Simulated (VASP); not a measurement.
TiTe2: single point with PBEsol

TiTe2:

```xyz
3
Lattice="3.7770 0.0000 0.0000 -1.8885 3.2710 0.0000 0.0000 0.0000 6.6280" Properties=species:S:1:pos:R:3 pbc="T T T"
Ti    0.0000    0.0000    0.0000
Te    1.8885    1.0903    1.7418
Te    0.0000    2.1807    4.8861
```

This cell differs from its parent crystal: zz strain of +2 %.

| Item | Value |
| --- | --- |
| Program | VASP 6.6.1 |
| Task | single point |
| Functional | PBEsol |
| Potentials or basis | VASP PAW PBE potentials, release 64 (Ti_sv, Te) |
| Cutoff | 520 eV |
| k mesh | 13 × 13 × 7 |
| Occupations | fermi-dirac, width 0.03 eV |
| Spin | no spin polarisation |
| Dipole correction | no |
| Further INCAR settings | ALGO = Normal; EDIFF = 1e-06; NBANDS = 19 |

| Item | Value |
| --- | --- |
| Pressure | -3.4 GPa |
| Largest force | 0.335 eV/Å |
| Band gap on the k mesh | zero (band 12 reaches 6.86 eV, above the bottom of band 13 at 6.17 eV) |

Forces on the atoms (eV/Å):
```
Ti   0.000  0.000  0.000
Te   0.000  0.000 -0.335
Te   0.000  0.000  0.335
```

Stress tensor (GPa, compression positive):
```
-3.41  0.00  0.00
 0.00 -3.41  0.00
 0.00  0.00 -3.51
```

Levels at points of the mesh, in eV from the Fermi level:
```
           k point  band 10  band 11  band 12  band 13  band 14  band 15
(0.00, 0.00, 0.00)     0.27     0.39     0.39     0.40     1.10     1.10
```

Wall time 83 s on 1 thread of Intel(R) Xeon(R) Platinum 8481C CPU @ 2.70GHz (Sapphire Rapids) (shared host), peak memory 0.33 GiB.

Caveat: the cell differs from its parent crystal (zz strain of +2 %); the PAW data sets were made with another functional, which shifts forces and pressure a little; spin-orbit coupling is left out, which moves the levels of the heavy elements; this functional lacks dispersion, which binds the layers, so the pressure and a relaxed spacing across them are unreliable.
